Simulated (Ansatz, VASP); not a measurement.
# TaN in VASP and in Ansatz

```
Ta N
1.0
     3.04800    0.00000    0.00000
    -1.52400    2.63965    0.00000
     0.00000    0.00000    5.01636
Ta N
2 2
Direct
  0.00000 0.00000 0.00000
  0.00000 0.00000 0.50000
  0.33333 0.66667 0.25000
  0.66667 0.33333 0.75000
```

Change from the starting cell: zz strain of +2 %.

Alike in both runs: task single point; functional PBEsol; k mesh 9 × 9 × 5; occupations fermi-dirac, width 0.01 eV; no spin polarisation.

|  | VASP | Ansatz |
| --- | --- | --- |
| version | VASP 6.6.1 | Ansatz 0.2.0 |
| potentials or method | VASP PAW PBE potentials, release 64 (Ta_pv, N), cutoff 600 eV | all-electron LAPW, scalar-relativistic |

|  | VASP | Ansatz | Ansatz less VASP |
| --- | --- | --- | --- |
| pressure (GPa) | 37.5 | 35.8 | -1.70 |
| traceless stress, the component that is largest in VASP (GPa) | 53.32 | 52.73 | -0.598 |

VASP's potentials were made for PBE, not for PBEsol. Both programs put the cell under a high pressure, so it lies far from rest at this level. Ansatz ran all-electron here, and VASP with PAW potentials.

Neither program's run includes spin-orbit coupling.
